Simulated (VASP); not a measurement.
# Si (I4_1/amd) in VASP: notebook

Runs on Si. Level: LDA. Tasks: single point.

All numbers are computed with VASP 6.6.1; they aren't measurements. Logs are shortened: lines on timing, memory, paths and dates and some standing lists are left out, and cuts for length are marked.

## 1. The cell of the first run

The structure is tetragonal, space group I4_1/amd (No. 141). The conventional cell has a = 4.600 Å, b = 4.600 Å, c = 2.738 Å, α = 90.00°, β = 90.00°, γ = 90.00°. Si (site symmetry -4m2) has 10 Si at 2.40 to 3.08 Å within 3.2 Å.

## 2. Single point, LDA (strain -0.030 along x and y, +0.030 along z)

INCAR reads:

```
SYSTEM = Si
  ALGO = Normal
  EDIFF = 1E-6
  ENCUT = 520
  GGA = CA
  ISIF = 2
  ISMEAR = 0
  LASPH = .True.
  LCHARG = .False.
  LREAL = .False.
  LWAVE = .False.
  NBANDS = 11
  NELM = 100
  PREC = Accurate
  SIGMA = 0.15
```

KPOINTS reads:

```
k-points
0
Gamma
  20 20 20
  0 0 0
```

POSCAR reads:

```
Si
1.0
   -2.3002311354      2.3002311354      1.3691433516
    2.3002311354     -2.3002311354      1.3691433516
    2.3002311354      2.3002311354     -1.3691433516
Si
2
Direct
    0.2500000000      0.7500000000      0.5000000000
    0.5000000000      0.5000000000      0.0000000000
```

Potentials or basis: VASP PAW LDA potentials, release 64 (Si).

Launch:

```
$ cat potpaw_LDA.64/Si/POTCAR > POTCAR
$ mpirun -np 1 vasp_std > vasp.out
```

OUTCAR:

```text
SYSTEM = Si
   EDIFF = 1E-6
   ENCUT = 520
   GGA = CA
   ISIF = 2
   ISMEAR = 0
   LASPH = .True.
   LREAL = .False.
   NELM = 100
   PREC = Accurate

 ion  position               nearest neighbor table
   1  0.250  0.750  0.500-   2 2.40   2 2.40   2 2.40   2 2.40   2 3.08   2 3.08   2 3.08   2 3.08

   2  0.500  0.500  0.000-   1 2.40   1 2.40   1 2.40   1 2.40   1 3.08   1 3.08   1 3.08   1 3.08

  LATTYP: Found a body centered tetragonal cell.
 ALAT       =     4.6004622708
 C/A-ratio  =     0.5952199023

  Lattice vectors:

 A1 = (  -2.3002311354,   2.3002311354,   1.3691433516)
 A2 = (   2.3002311354,  -2.3002311354,   1.3691433516)
 A3 = (   2.3002311354,   2.3002311354,  -1.3691433516)

Analysis of symmetry for initial positions (statically):
=====================================================================
 Subroutine PRICEL returns:
 Original cell was already a primitive cell.

 Routine SETGRP: Setting up the symmetry group for a
 body centered tetragonal supercell.

 Subroutine GETGRP returns: Found 16 space group operations
 (whereof  8 operations were pure point group operations)
 out of a pool of 16 trial point group operations.

The static configuration has the point symmetry D_2d.
 The point group associated with its full space group is D_4h.

Analysis of symmetry for dynamics (positions and initial velocities):
=====================================================================
 Subroutine PRICEL returns:
 Original cell was already a primitive cell.

 Routine SETGRP: Setting up the symmetry group for a
 body centered tetragonal supercell.

 Subroutine GETGRP returns: Found 16 space group operations
 (whereof  8 operations were pure point group operations)
 out of a pool of 16 trial point group operations.

The dynamic configuration has the point symmetry D_2d.
 The point group associated with its full space group is D_4h.

 Subroutine INISYM returns: Found 16 space group operations
 (whereof  8 operations are pure point group operations),
 and found     1 'primitive' translations

----------------------------------------------------------------------------------------

                                     Primitive cell

  volume of cell :      28.9769

  direct lattice vectors                    reciprocal lattice vectors
    -2.300231135  2.300231135  1.369143352     0.000000000  0.217369460  0.365191855
     2.300231135 -2.300231135  1.369143352     0.217369460  0.000000000  0.365191855
     2.300231135  2.300231135 -1.369143352     0.217369460  0.217369460  0.000000000

  length of vectors
     3.529402226  3.529402226  3.529402226     0.424987733  0.424987733  0.307406839

  position of ions in fractional coordinates (direct lattice)
     0.250000000  0.750000000  0.500000000
     0.500000000  0.500000000  0.000000000

  ion indices of the primitive-cell ions
   primitive index   ion index
                 1           1
                 2           2

----------------------------------------------------------------------------------------

 KPOINTS: k-points

Automatic generation of k-mesh.
 Grid dimensions read from file:
 generate k-points for:   20   20   20

 Generating k-lattice:

  Cartesian coordinates                     Fractional coordinates (reciprocal lattice)
     0.000000000  0.010868473  0.018259593     0.050000000  0.000000000  0.000000000
     0.010868473  0.000000000  0.018259593     0.000000000  0.050000000  0.000000000
     0.010868473  0.010868473  0.000000000     0.000000000  0.000000000  0.050000000

  Length of vectors
     0.021249387  0.021249387  0.015370342

  Shift w.r.t. Gamma in fractional coordinates (k-lattice)
     0.000000000  0.000000000  0.000000000

 Subroutine IBZKPT returns following result:
 ===========================================

 Found    641 irreducible k-points:

 Following reciprocal coordinates:
            Coordinates               Weight
  0.000000  0.000000  0.000000      1.000000
  0.050000 -0.000000  0.000000      8.000000
  0.100000  0.000000  0.000000      8.000000
  0.150000  0.000000  0.000000      8.000000
  0.200000  0.000000  0.000000      8.000000
  0.250000 -0.000000  0.000000      8.000000
[... 16 lines left out ...]
 -0.400000  0.050000 -0.000000     16.000000
 -0.350000  0.050000 -0.000000     16.000000
 [... further k-points ...]
   k-points           NKPTS =    641   k-points in BZ     NKDIM =    641   number of bands    NBANDS=     11
   number of dos      NEDOS =    301   number of ions     NIONS =      2
   total plane-waves  NPLWV =  21952
   dimension x,y,z NGX =    28 NGY =   28 NGZ =   28
   dimension x,y,z NGXF=    56 NGYF=   56 NGZF=   56
   ions per type =               2
   NGX,Y,Z   is equivalent  to a cutoff of  13.19, 13.19, 13.19 a.u.
   NGXF,Y,Z  is equivalent  to a cutoff of  26.38, 26.38, 26.38 a.u.
 SYSTEM =  Si
   PREC   = accura    normal or accurate (medium, high low for compatibility)
   ISTART =      0    job   : 0-new  1-cont  2-samecut
   ICHARG =      2    charge: 1-file 2-atom 10-const
   ISPIN  =      1    spin polarized calculation?
   LNONCOLLINEAR =      F non collinear calculations
   LSORBIT =      F    spin-orbit coupling
   LASPH  =      T    aspherical Exc in radial PAW
   ENCUT  =  520.0 eV  38.22 Ry    6.18 a.u.   6.56  6.56  6.56*2*pi/ulx,y,z
   NELM   =    100;   NELMIN=  2; NELMDL= -5     # of ELM steps
   EDIFF  = 0.1E-05   stopping-criterion for ELM
   LREAL  =      F    real-space projection
   EDIFFG = 0.1E-04   stopping-criterion for IOM
   NSW    =      0    number of steps for IOM
   IBRION =     -1    ionic relax: 0-MD 1-quasi-New 2-CG
   NFREE  =      0    steps in history (QN), initial steepest desc. (CG)
   ISIF   =      2    stress and relaxation
   ISYM   =      2    0-nonsym 1-usesym 2-fastsym
   POTIM  = 0.5000    time-step for ionic-motion
   TEBEG  =    0.0;   TEEND  =   0.0 temperature during run
   PSTRESS=    0.0 pullay stress
   NELECT =       8.0000    total number of electrons
   NUPDOWN=      -1.0000    fix difference up-down
   EMIN   =  10.00;   EMAX   =-10.00  energy-range for DOS
   EFERMI =   0.00;   METHOD = LEGACY
   ISMEAR =     0;   SIGMA  =   0.15  broadening in eV -4-tet -1-fermi 0-gaus
   EFERMI_NEDOS =   21; number of points for ismear=-14 and -15
   IALGO  =     38    algorithm
   IMIX   =      4    mixing-type and parameters
     AMIX     =   0.40;   BMIX     =  1.00
     AMIX_MAG =   1.60;   BMIX_MAG =  1.00
  volume/ion in A,a.u.               =      14.49        97.77
  Fermi-wavevector in a.u.,A,eV,Ry     =   1.065993  2.014434 15.460848  1.136340
  Thomas-Fermi vector in A             =   2.201562
   LORBIT       =      0    0 simple, 1 ext, 2 COOP (PROOUT), +10 PAW based schemes
   GGA     = CA    functional components
   LHFCALC =     F    Hartree Fock is set to
   AEXX    =    0.0000 exact exchange contribution
   IVDW    =     0    specifies the selected vdW correction
   LEPSILON=     F    determine dielectric tensor
   LRPA    =     F    only Hartree local field effects (RPA)
 non-spin polarized calculation
 Gauss-broadening in eV      SIGMA  =   0.15
  energy-cutoff  :      520.00
  volume of cell :       28.98
 maximum number of plane-waves:       796
   NGX = 13   NGY = 13   NGZ = 13

 number of electron       8.0000000 magnetization

 Free energy of the ion-electron system (eV)
  ---------------------------------------------------
  ext. energy  EPLUGINS =         0.00000000
  ---------------------------------------------------
  free energy    TOTEN  =       -11.45645433 eV

  energy without entropy =      -11.44967743  energy(sigma->0) =      -11.45306588

 E-fermi :   9.7643     XC(G=0): -11.1851

 val. band max:        9.7634723191   @ k =  -0.1000  -0.2500   0.1000
 cond. band min:       9.7809954819   @ k =  -0.0500   0.0500   0.0500
 fundamental gap:      0.0175231629
 Fermi energy:         9.7642878667

 k-point     1 :       0.0000    0.0000    0.0000
  band No.  band energies     occupation
      1      -4.3749      2.00000
      2       7.6147      2.00000
      3       7.6147      2.00000
      4       9.0061      2.00000
      5      11.4415      0.00000
      6      16.7567      0.00000
      7      17.8724      0.00000
      8      19.1697      0.00000
      9      19.1697      0.00000
     10      20.2135      0.00000
     11      20.7494      0.00000

 k-point     2 :       0.0500   -0.0000    0.0000
  band No.  band energies     occupation
      1      -4.3103      2.00000
      2       7.4274      2.00000
      3       7.5601      2.00000
      4       9.2972      1.99999
      5      11.6098      0.00000
      6      16.3211      0.00000
      7      17.1458      0.00000
      8      18.7970      0.00000
      9      18.8276      0.00000
     10      20.3068      0.00000
     11      20.8323      0.00000

 k-point     3 :       0.1000    0.0000    0.0000
  band No.  band energies     occupation
      1      -4.1165      2.00000
      2       7.0937      2.00000
      3       7.4289      2.00000
      4       9.9307      0.11674
      5      12.0762      0.00000
      6      15.2062      0.00000
      7      15.8251      0.00000
      8      17.8527      0.00000
      9      18.1311      0.00000
     10      19.4486      0.00000
     11      21.7630      0.00000
[... 267 lines left out ...]
 k-point    23 :      -0.4000    0.0500   -0.0000
  band No.  band energies     occupation
      1      -0.9833      2.00000
      2       5.3942      2.00000
      3       6.5197      2.00000
      4       7.4309      2.00000
      5      10.2784      0.00000
      6      12.3127      0.00000
      7      14.8099      0.00000
      8      15.6006      0.00000
      9      17.5162      0.00000
     10      18.9435      0.00000
     11      23.4714      0.00000

 k-point    24 :      -0.3500    0.0500   -0.0000
  band No.  band energies     occupation
      1      -1.8342      2.00000
      2       5.6834      2.00000
      3       7.0145      2.00000
      4       7.9074      2.00000
      5      11.1505      0.00000
      6      13.1105      0.00000
      7      14.8195      0.00000
      8      15.2674      0.00000
      9      17.1618      0.00000
     10      17.7393      0.00000
     11      22.8469      0.00000

 [... further k-points ...]

------------------------ aborting loop because EDIFF is reached ----------------------------------------

  FORCE on cell =-STRESS in cart. coord.  units (eV):
  Direction    XX          YY          ZZ          XY          YZ          ZX
  --------------------------------------------------------------------------------------
  -------------------------------------------------------------------------------------
  Total        1.3257079      1.3257079     -0.1749684      0.0000000     -0.0000000      0.0000000
  in kB       73.3004349     73.3004349     -9.6742739      0.0000000     -0.0000000      0.0000000
  external PRESSURE =      45.6421987 kB  Pullay stress =       0.0000000 kB

 VOLUME and BASIS-vectors are now :
 -----------------------------------------------------------------------------
  energy-cutoff  :      520.00
  volume of cell :       28.98
      direct lattice vectors                 reciprocal lattice vectors
    -2.300231135  2.300231135  1.369143352     0.000000000  0.217369460  0.365191855
     2.300231135 -2.300231135  1.369143352     0.217369460  0.000000000  0.365191855
     2.300231135  2.300231135 -1.369143352     0.217369460  0.217369460  0.000000000

 POSITION                                       TOTAL-FORCE (eV/Angst)
 -----------------------------------------------------------------------------------
      2.30023      0.00000      0.68457        -0.000000      0.000000      0.000000
      0.00000      0.00000      1.36914         0.000000     -0.000000     -0.000000
 -----------------------------------------------------------------------------------
    total drift:                                0.000000      0.000000      0.000000

  FREE ENERGIE OF THE ION-ELECTRON SYSTEM (eV)
  ---------------------------------------------------
  free  energy   TOTEN  =       -11.4564543344 eV

  energy  without entropy=      -11.4496774330  energy(sigma->0) =      -11.45306588
```

Wall time 3 min (1 thread of Intel Xeon 6975P-C (Granite Rapids), shared host); peak memory 0.26 GiB.

Results:

* Free energy: -11.4565 eV
* Pressure: 4.6 GPa
* Band gap on the k mesh: zero (bands 4 and 5 overlap by 7.37 eV)

Levels at points of the mesh, in eV from the Fermi level:
```
           k point  band 2  band 3  band 4  band 5  band 6  band 7
(0.00, 0.00, 0.00)   -2.15   -2.15   -0.76    1.68    6.99    8.11
(0.50, 0.00, 0.00)   -7.26   -2.19   -1.94   -1.44    0.89    4.87
(0.50, 0.50, 0.00)  -10.78    0.76    0.76    3.52    3.52    7.09
(0.50, 0.50, 0.50)   -7.97   -6.94   -6.94    4.24    4.24   13.95
```

Caveat: the cell differs from its parent crystal (strain -0.030 along x and y, +0.030 along z); the cell stands under pressure.

## 3. Single point, LDA (strain +0.000 along x and y, -0.030 along z)

INCAR reads:

```
ALGO = Normal ; EDIFF = 1E-6
ENCUT = 520 ; ISIF = 2
ISMEAR = 0 ; LASPH = T
LCHARG = F ; LREAL = F
LWAVE = F ; NBANDS = 11
NELM = 100 ; PREC = Accurate
SIGMA = 0.15
```

KPOINTS reads:

```
k-points
0
Gamma
  20 20 20
```

POSCAR reads:

```
Si
1.0
   -2.3713723045      2.3713723045      1.2893874282
    2.3713723045     -2.3713723045      1.2893874282
    2.3713723045      2.3713723045     -1.2893874282
Si
2
Direct
    0.2500000000      0.7500000000      0.5000000000
    0.5000000000      0.5000000000      0.0000000000
```

Potentials or basis: VASP PAW LDA potentials, release 64 (Si).

Launch:

```
$ cat potpaw_LDA.64/Si/POTCAR > POTCAR
$ mpirun -np 1 vasp_std > vasp.out
```

Run time: 2.2 min. Hardware: 1 thread of Intel Xeon 6975P-C (Granite Rapids), shared host; peak memory 0.26 GiB.

The run converged. Its results:

```
Free energy            : -11.5005 eV
Pressure               : 2.6 GPa
Band gap on the k mesh : zero (bands 4 and 5 overlap by 6.61 eV)
```

Stress tensor (GPa, compression positive):
```
2.19 0.00 0.00
0.00 2.19 0.00
0.00 0.00 3.48
```

Levels at points of the mesh, in eV from the Fermi level:
```csv
k point,band 2,band 3,band 4,band 5,band 6,band 7
"(0.00, 0.00, 0.00)",-2.66,-2.66,-2.12,1.36,7.77,9.07
"(0.50, 0.00, 0.00)",-6.93,-2.24,-1.69,-1.43,1.03,4.63
"(0.50, 0.50, 0.00)",-10.97,0.21,0.21,2.45,2.45,8.96
"(0.50, 0.50, 0.50)",-8.53,-7.07,-7.07,6.30,6.30,13.20
```

Caveat: the cell differs from its parent crystal (strain +0.000 along x and y, -0.030 along z).

## 4. Single point, LDA (strain -0.015 along x and y, +0.000 along z)

INCAR reads:

```
PREC = Accurate
ENCUT = 520
EDIFF = 1E-6
ISMEAR = 0
SIGMA = 0.15
LREAL = False
LASPH = True
NELM = 60
ALGO = Normal
ISIF = 2
LWAVE = False
LCHARG = False
NBANDS = 11
```

KPOINTS reads:

```
Automatic mesh
0
Gamma
  20 20 20
```

POSCAR reads:

```
Si
1.0
   -2.3358017199      2.3358017199      1.3292653899
    2.3358017199     -2.3358017199      1.3292653899
    2.3358017199      2.3358017199     -1.3292653899
Si
2
Direct
    0.2500000000      0.7500000000      0.5000000000
    0.5000000000      0.5000000000      0.0000000000
```

Launch:

```
$ cat potpaw_LDA.64/Si/POTCAR > POTCAR
$ mpirun -np 1 vasp_std > vasp.out
```

Run time: 2.9 min. Hardware: 1 thread of Intel Xeon 6975P-C (Granite Rapids), shared host; peak memory 0.26 GiB.

It converged, with:

| Property | Result |
| --- | --- |
| Free energy | -11.4921 eV |
| Pressure | 3.2 GPa |
| Band gap on the k mesh | zero (bands 4 and 5 overlap by 7.07 eV) |

Stress tensor (GPa, compression positive):
```
4.63 0.00 0.00
0.00 4.63 0.00
0.00 0.00 0.34
```

Levels at points of the mesh, in eV from the Fermi level:
```tsv
k point	band 1	band 2	band 3	band 4	band 5	band 6	band 7	band 8
(0.00, 0.00, 0.00)	-14.15	-2.42	-2.42	-1.46	1.49	7.47	8.95	9.35
(0.50, 0.00, 0.00)	-7.97	-7.11	-2.11	-1.98	-1.48	0.93	4.71	5.61
(0.50, 0.50, 0.00)	-10.89	-10.89	0.48	0.48	2.96	2.96	7.93	7.93
(0.50, 0.50, 0.50)	-8.26	-8.26	-7.02	-7.02	5.21	5.21	13.69	13.69
```

Caveat: the cell differs from its parent crystal (strain -0.015 along x and y, +0.000 along z); the cell stands under pressure.

(Part 1 of 2 ends here.)
